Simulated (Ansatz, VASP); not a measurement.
**One calculation of Fe, two programs**

```
CELL_PARAMETERS angstrom
4.05246 0.00000 0.00000
-2.02623 3.50953 0.00000
0.00000 0.00000 2.48416
ATOMIC_POSITIONS crystal
Fe 0.00000 0.00000 0.00000
Fe 0.33333 0.66667 0.50000
Fe 0.66667 0.33333 0.50000
```

Alike in both runs: task relaxation of cell and atoms; functional BLYP; k mesh 9 × 9 × 13; occupations fermi-dirac, width 0.05 eV; collinear spin.

```csv
,VASP,Ansatz
version,VASP 6.6.1,Ansatz 0.2.0
potentials or method,"VASP PAW PBE potentials, release 64 (Fe), cutoff 600 eV","plane waves (420 eV) with PAW, scalar-relativistic"
valence electrons in the cell,24,48
```

|  | VASP | Ansatz | Ansatz less VASP |
| --- | --- | --- | --- |
| net moment per atom (μB) | 0.50 | 2.52 | +2.016 |
| size of the moment on the site where the two differ most (μB) | 1.64 | 2.48 | +0.839 |
| relaxed volume (Å³/atom) | 11.48 | 12.55 | +1.070 |
| relaxed length of the cell vector where the two differ most in proportion (Å) | 4.044 | 4.248 | +0.2036 |

The net moments are unlike, so the other rows may belong to different states. VASP's potentials were made for PBE, not for BLYP. Site moments also hang on the region over which each program counts them. VASP's potentials hold 24 valence electrons a cell and Ansatz's 48, so a difference there can come from the potentials and not from the codes.
